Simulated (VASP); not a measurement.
# Sn in VASP: a series of runs

Runs on Sn. Level: PBE. Tasks: single point.

Program: VASP 6.6.1. These are calculated values, not measurements. Logs are shortened: lines on timing, memory, paths and dates and some standing lists are left out, and cuts for length are marked.

## Step 1: The cell of the first run

The cell holds a wire or tube with vacuum around it, 2 atoms: a = 10.200 Å, b = 9.300 Å, c = 4.668 Å, α = 90.00°, β = 90.00°, γ = 90.00°.

## Step 2: Single point, PBE, collinear spin

INCAR reads:

```
PREC = Accurate ; ENCUT = 520
EDIFF = 1E-6 ; ISMEAR = 0
SIGMA = 0.05 ; LREAL = False
LASPH = True ; NELM = 150
ALGO = Normal ; ISIF = 2
LWAVE = False ; LCHARG = True
ISPIN = 2 ; MAGMOM = 0.5 0.5
LORBIT = 11 ; GGA = PE
LELF = True ; LVHAR = True
NBANDS = 25
```

KPOINTS reads:

```
Automatic mesh
0
Gamma
  1 1 14
```

POSCAR reads:

```
Sn
1.0
   10.2000000000      0.0000000000      0.0000000000
    0.0000000000      9.3000000000      0.0000000000
    0.0000000000      0.0000000000      4.6681073773
Sn
2
Direct
    0.4427928017      0.5000000000      0.0000000000
    0.5572071983      0.5000000000      0.5000000000
```

Potentials or basis: VASP PAW PBE potentials, release 64 (Sn_d).

Command:

```bash
$ cat potpaw_PBE.64/Sn_d/POTCAR > POTCAR
$ mpirun -np 1 vasp_std > vasp.out
```

OUTCAR:

```text
PREC = Accurate
   ENCUT = 520
   EDIFF = 1E-6
   ISMEAR = 0
   LREAL = False
   LASPH = True
   NELM = 150
   ISIF = 2
   ISPIN = 2
   LORBIT = 11
   GGA = PE

 ion  position               nearest neighbor table
   1  0.443  0.500  0.000-   2 2.61   2 2.61
   2  0.557  0.500  0.500-   1 2.61   1 2.61

  LATTYP: Found a simple orthorhombic cell.
 ALAT       =     4.6681073773
 B/A-ratio  =     1.9922420905
 C/A-ratio  =     2.1850397122

  Lattice vectors:

 A1 = (   0.0000000000,   0.0000000000,  -4.6681073773)
 A2 = (   0.0000000000,   9.3000000000,   0.0000000000)
 A3 = (  10.2000000000,   0.0000000000,   0.0000000000)

Analysis of symmetry for initial positions (statically):
=====================================================================
 Subroutine PRICEL returns:
 Original cell was already a primitive cell.

 Routine SETGRP: Setting up the symmetry group for a
 simple orthorhombic supercell.

 Subroutine GETGRP returns: Found  8 space group operations
 (whereof  4 operations were pure point group operations)
 out of a pool of  8 trial point group operations.

The static configuration has the point symmetry C_2v.
 The point group associated with its full space group is D_2h.

Analysis of symmetry for dynamics (positions and initial velocities):
=====================================================================
 Subroutine PRICEL returns:
 Original cell was already a primitive cell.

 Routine SETGRP: Setting up the symmetry group for a
 simple orthorhombic supercell.

 Subroutine GETGRP returns: Found  8 space group operations
 (whereof  4 operations were pure point group operations)
 out of a pool of  8 trial point group operations.

The dynamic configuration has the point symmetry C_2v.
 The point group associated with its full space group is D_2h.

Analysis of structural, dynamic, and magnetic symmetry:
=====================================================================
 Subroutine PRICEL returns:
 Original cell was already a primitive cell.

 Routine SETGRP: Setting up the symmetry group for a
 simple orthorhombic supercell.

 Subroutine GETGRP returns: Found  8 space group operations
 (whereof  4 operations were pure point group operations)
 out of a pool of  8 trial point group operations.

The overall configuration has the point symmetry C_2v.
 The point group associated with its full space group is D_2h.

 Subroutine INISYM returns: Found  8 space group operations
 (whereof  4 operations are pure point group operations),
 and found     1 'primitive' translations

----------------------------------------------------------------------------------------

                                     Primitive cell

  volume of cell :     442.8167

  direct lattice vectors                    reciprocal lattice vectors
    10.200000000  0.000000000  0.000000000     0.098039216  0.000000000  0.000000000
     0.000000000  9.300000000  0.000000000     0.000000000  0.107526882  0.000000000
     0.000000000  0.000000000  4.668107377     0.000000000  0.000000000  0.214219580

  length of vectors
    10.200000000  9.300000000  4.668107377     0.098039216  0.107526882  0.214219580

  position of ions in fractional coordinates (direct lattice)
     0.442792802  0.500000000  0.000000000
     0.557207198  0.500000000  0.500000000

  ion indices of the primitive-cell ions
   primitive index   ion index
                 1           1
                 2           2

----------------------------------------------------------------------------------------

 KPOINTS: Automatic mesh

Automatic generation of k-mesh.
 Grid dimensions read from file:
 generate k-points for:    1    1   14

 Generating k-lattice:

  Cartesian coordinates                     Fractional coordinates (reciprocal lattice)
     0.098039216  0.000000000  0.000000000     1.000000000  0.000000000  0.000000000
     0.000000000  0.107526882  0.000000000     0.000000000  1.000000000  0.000000000
     0.000000000  0.000000000  0.015301399     0.000000000  0.000000000  0.071428571

  Length of vectors
     0.098039216  0.107526882  0.015301399

  Shift w.r.t. Gamma in fractional coordinates (k-lattice)
     0.000000000  0.000000000  0.000000000

 Subroutine IBZKPT returns following result:
 ===========================================

 Found      8 irreducible k-points:

 Following reciprocal coordinates:
            Coordinates               Weight
  0.000000  0.000000  0.000000      1.000000
  0.000000  0.000000  0.071429      2.000000
  0.000000  0.000000  0.142857      2.000000
  0.000000  0.000000  0.214286      2.000000
  0.000000  0.000000  0.285714      2.000000
  0.000000  0.000000  0.357143      2.000000
  0.000000  0.000000  0.428571      2.000000
  0.000000  0.000000  0.500000      1.000000
   k-points           NKPTS =      8   k-points in BZ     NKDIM =      8   number of bands    NBANDS=     25
   number of dos      NEDOS =    301   number of ions     NIONS =      2
   total plane-waves  NPLWV = 201600
   dimension x,y,z NGX =    80 NGY =   70 NGZ =   36
   dimension x,y,z NGXF=   160 NGYF=  140 NGZF=   72
   ions per type =               2
   NGX,Y,Z   is equivalent  to a cutoff of  13.04, 12.51, 12.82 a.u.
   NGXF,Y,Z  is equivalent  to a cutoff of  26.08, 25.03, 25.64 a.u.
 SYSTEM =  unknown system
   PREC   = accura    normal or accurate (medium, high low for compatibility)
   ISTART =      0    job   : 0-new  1-cont  2-samecut
   ICHARG =      2    charge: 1-file 2-atom 10-const
   ISPIN  =      2    spin polarized calculation?
   LNONCOLLINEAR =      F non collinear calculations
   LSORBIT =      F    spin-orbit coupling
   LASPH  =      T    aspherical Exc in radial PAW
   ENCUT  =  520.0 eV  38.22 Ry    6.18 a.u.  18.97 17.29  8.68*2*pi/ulx,y,z
   NELM   =    150;   NELMIN=  2; NELMDL= -5     # of ELM steps
   EDIFF  = 0.1E-05   stopping-criterion for ELM
   LREAL  =      F    real-space projection
   EDIFFG = 0.1E-04   stopping-criterion for IOM
   NSW    =      0    number of steps for IOM
   IBRION =     -1    ionic relax: 0-MD 1-quasi-New 2-CG
   NFREE  =      0    steps in history (QN), initial steepest desc. (CG)
   ISIF   =      2    stress and relaxation
   ISYM   =      2    0-nonsym 1-usesym 2-fastsym
   POTIM  = 0.5000    time-step for ionic-motion
   TEBEG  =    0.0;   TEEND  =   0.0 temperature during run
   PSTRESS=    0.0 pullay stress
   NELECT =      28.0000    total number of electrons
   NUPDOWN=      -1.0000    fix difference up-down
   EMIN   =  10.00;   EMAX   =-10.00  energy-range for DOS
   EFERMI =   0.00;   METHOD = LEGACY
   ISMEAR =     0;   SIGMA  =   0.05  broadening in eV -4-tet -1-fermi 0-gaus
   EFERMI_NEDOS =   21; number of points for ismear=-14 and -15
   IALGO  =     38    algorithm
   IMIX   =      4    mixing-type and parameters
     AMIX     =   0.40;   BMIX     =  1.00
     AMIX_MAG =   1.60;   BMIX_MAG =  1.00
  volume/ion in A,a.u.               =     221.41      1494.14
  Fermi-wavevector in a.u.,A,eV,Ry     =   0.652208  1.232495  5.787584  0.425375
  Thomas-Fermi vector in A             =   1.722055
   LORBIT       =     11    0 simple, 1 ext, 2 COOP (PROOUT), +10 PAW based schemes
   GGA     = PE    functional components
   LHFCALC =     F    Hartree Fock is set to
   AEXX    =    0.0000 exact exchange contribution
   IVDW    =     0    specifies the selected vdW correction
   LEPSILON=     F    determine dielectric tensor
   LRPA    =     F    only Hartree local field effects (RPA)
 spin polarized calculation
 Gauss-broadening in eV      SIGMA  =   0.05
  energy-cutoff  :      520.00
  volume of cell :      442.82
 maximum number of plane-waves:     11953
 NGX is ok and might be reduce to    80
   NGX = 37   NGY = 35   NGZ = 17

 number of electron      27.9999999 magnetization      -0.0000020

 number of electron      27.9999999 magnetization       0.0000211

 Free energy of the ion-electron system (eV)
  ---------------------------------------------------
  ext. energy  EPLUGINS =         0.00000000
  ---------------------------------------------------
  free energy    TOTEN  =        -5.41454511 eV

  energy without entropy =       -5.41413504  energy(sigma->0) =       -5.41434007

 E-fermi :  -2.8450     XC(G=0):  -2.5022

 val. band max:       -2.9312937630   @ k =   0.0000   0.0000   0.4286
 cond. band min:      -2.7587277082   @ k =   0.0000   0.0000   0.4286
 fundamental gap:      0.1725660548
 Fermi energy:        -2.8450091436

 spin component 1

 k-point     1 :       0.0000    0.0000    0.0000
  band No.  band energies     occupation
      1     -24.4756      1.00000
      2     -24.4179      1.00000
      3     -24.3276      1.00000
      4     -24.2677      1.00000
      5     -24.2149      1.00000
      6     -24.1651      1.00000
[... 17 lines left out ...]
     24       3.1658      0.00000
     25       3.7713      0.00000
[... 172 lines left out ...]
      2     -24.5867      1.00000
      3     -24.2770      1.00000
      4     -24.2770      1.00000
      5     -24.1933      1.00000
      6     -24.1933      1.00000
[... 17 lines left out ...]
     24       3.7697      0.00000
     25       4.2217      0.00000
 Fermi energy:        -2.8450091436

 spin component 2

 k-point     1 :       0.0000    0.0000    0.0000
  band No.  band energies     occupation
      1     -24.4756      1.00000
      2     -24.4179      1.00000
      3     -24.3276      1.00000
      4     -24.2677      1.00000
      5     -24.2149      1.00000
      6     -24.1651      1.00000
[... 17 lines left out ...]
     24       3.1689      0.00000
     25       3.7717      0.00000
[... 173 lines left out ...]
      3     -24.2770      1.00000
      4     -24.2770      1.00000
      5     -24.1933      1.00000
      6     -24.1933      1.00000
[... 17 lines left out ...]
     24       3.7703      0.00000
     25       4.2230      0.00000

------------------------ aborting loop because EDIFF is reached ----------------------------------------

  FORCE on cell =-STRESS in cart. coord.  units (eV):
  Direction    XX          YY          ZZ          XY          YZ          ZX
  --------------------------------------------------------------------------------------
  -------------------------------------------------------------------------------------
  Total        1.7024252      0.0555476      3.3520062      0.0000000      0.0000000      0.0000000
  in kB        6.1596305      0.2009797     12.1280628      0.0000000      0.0000000      0.0000000
  external PRESSURE =       6.1628910 kB  Pullay stress =       0.0000000 kB

 VOLUME and BASIS-vectors are now :
 -----------------------------------------------------------------------------
  energy-cutoff  :      520.00
  volume of cell :      442.82
      direct lattice vectors                 reciprocal lattice vectors
    10.200000000  0.000000000  0.000000000     0.098039216  0.000000000  0.000000000
     0.000000000  9.300000000  0.000000000     0.000000000  0.107526882  0.000000000
     0.000000000  0.000000000  4.668107377     0.000000000  0.000000000  0.214219580

 POSITION                                       TOTAL-FORCE (eV/Angst)
 -----------------------------------------------------------------------------------
      4.51649      4.65000      0.00000        -1.453719      0.000000      0.000000
      5.68351      4.65000      2.33405         1.453719      0.000000      0.000000
 -----------------------------------------------------------------------------------
    total drift:                               -0.000000     -0.000000     -0.000000

  FREE ENERGIE OF THE ION-ELECTRON SYSTEM (eV)
  ---------------------------------------------------
  free  energy   TOTEN  =        -5.4145451080 eV

  energy  without entropy=       -5.4141350353  energy(sigma->0) =       -5.41434007

 total charge

# of ion       s       p       d       tot
------------------------------------------
    1        1.255   1.091   9.951  12.297
    2        1.255   1.091   9.951  12.297
--------------------------------------------------
tot          2.510   2.181  19.902  24.593

 magnetization (x)

# of ion       s       p       d       tot
------------------------------------------
    1       -0.000   0.000  -0.000  -0.000
    2       -0.000   0.000  -0.000  -0.000
--------------------------------------------------
tot         -0.000   0.000  -0.000  -0.000
```

Wall time 5.6 min (1 thread of Intel Xeon 8259CL, shared host); peak memory 0.65 GiB.

What came out:

```yaml
Free_energy: -5.4145 eV
Largest_force: 1.454 eV/Å
Net_moment: 0.00 μB per cell
Valence_electrons_inside_the_program's_atomic_spheres: Sn 12.30
```

Forces in eV/Å, atoms in the order of the input:
```
Sn  -1.454  0.000  0.000
Sn   1.454  0.000  0.000
```

Caveat: spin-orbit coupling is left out, which moves the levels of the heavy elements.

## Step 3: Single point, PBE, collinear spin

This run uses another cell than the first one.

INCAR reads:

```
SYSTEM = Sn
PREC = Accurate
ENCUT = 520
EDIFF = 1E-6
ISMEAR = 0
SIGMA = 0.05
LREAL = .FALSE.
LASPH = .TRUE.
NELM = 150
ALGO = Normal
ISIF = 2
LWAVE = .FALSE.
LCHARG = .TRUE.
ISPIN = 2
MAGMOM = 0.5 0.5
LORBIT = 11
GGA = PE
LELF = .TRUE.
LVHAR = .TRUE.
NBANDS = 25
```

KPOINTS reads:

```
regular mesh
0
G
  1 1 23
  0 0 0
```

POSCAR reads:

```
Sn
1.0
   11.3000000000      0.0000000000      0.0000000000
    0.0000000000      9.3000000000      0.0000000000
    0.0000000000      0.0000000000      3.0564484938
Sn
2
Direct
    0.3848157319      0.5000000000      0.0000000000
    0.6151842681      0.5000000000      0.5000000000
```

Potentials or basis: VASP PAW PBE potentials, release 64 (Sn_d).

Command:

```bash
$ cat potpaw_PBE.64/Sn_d/POTCAR > POTCAR
$ mpirun -np 1 vasp_std > vasp.out
```

OUTCAR:

```text
SYSTEM = Sn
   PREC = Accurate
   ENCUT = 520
   EDIFF = 1E-6
   ISMEAR = 0
   LREAL = .FALSE.
   LASPH = .TRUE.
   NELM = 150
   ISIF = 2
   ISPIN = 2
   LORBIT = 11
   GGA = PE

 ion  position               nearest neighbor table
   1  0.385  0.500  0.000-   2 3.02   2 3.02
   2  0.615  0.500  0.500-   1 3.02   1 3.02

  LATTYP: Found a simple orthorhombic cell.
 ALAT       =     3.0564484938
 B/A-ratio  =     3.0427471684
 C/A-ratio  =     3.6971013982

  Lattice vectors:

 A1 = (   0.0000000000,   0.0000000000,  -3.0564484938)
 A2 = (   0.0000000000,   9.3000000000,   0.0000000000)
 A3 = (  11.3000000000,   0.0000000000,   0.0000000000)
[... 874 lines left out ...]

 VOLUME and BASIS-vectors are now :
 -----------------------------------------------------------------------------
  energy-cutoff  :      520.00
  volume of cell :      321.20
      direct lattice vectors                 reciprocal lattice vectors
    11.300000000  0.000000000  0.000000000     0.088495575  0.000000000  0.000000000
     0.000000000  9.300000000  0.000000000     0.000000000  0.107526882  0.000000000
     0.000000000  0.000000000  3.056448494     0.000000000  0.000000000  0.327177115

 POSITION                                       TOTAL-FORCE (eV/Angst)
 -----------------------------------------------------------------------------------
      4.34842      4.65000      0.00000        -0.002222      0.000000      0.000000
      6.95158      4.65000      1.52822         0.002222      0.000000      0.000000
 -----------------------------------------------------------------------------------
    total drift:                                0.000000     -0.000000     -0.000000

  FREE ENERGIE OF THE ION-ELECTRON SYSTEM (eV)
  ---------------------------------------------------
  free  energy   TOTEN  =        -6.3046563281 eV

  energy  without entropy=       -6.3046163060  energy(sigma->0) =       -6.30463632

 total charge

# of ion       s       p       d       tot
------------------------------------------
    1        1.299   0.914   9.953  12.165
    2        1.299   0.914   9.953  12.165
--------------------------------------------------
tot          2.597   1.827  19.906  24.331

 magnetization (x)

# of ion       s       p       d       tot
------------------------------------------
    1        0.000  -0.000  -0.000  -0.000
    2        0.000  -0.000  -0.000  -0.000
--------------------------------------------------
tot          0.000  -0.000  -0.000  -0.000
```

Run time: 4.4 min. Hardware: 1 thread of Intel Xeon 8259CL, shared host; peak memory 0.53 GiB.

Results:

```yaml
Free_energy: -6.3047 eV
Band_gap_on_the_k_mesh: zero (filled and empty bands overlap)
Net_moment: 0.00 μB per cell
Valence_electrons_inside_the_program's_atomic_spheres: Sn 12.16
```

Forces on the atoms (eV/Å):
```
Sn  -0.002  0.000  0.000
Sn   0.002  0.000  0.000
```

Caveat: spin-orbit coupling is left out, which moves the levels of the heavy elements.
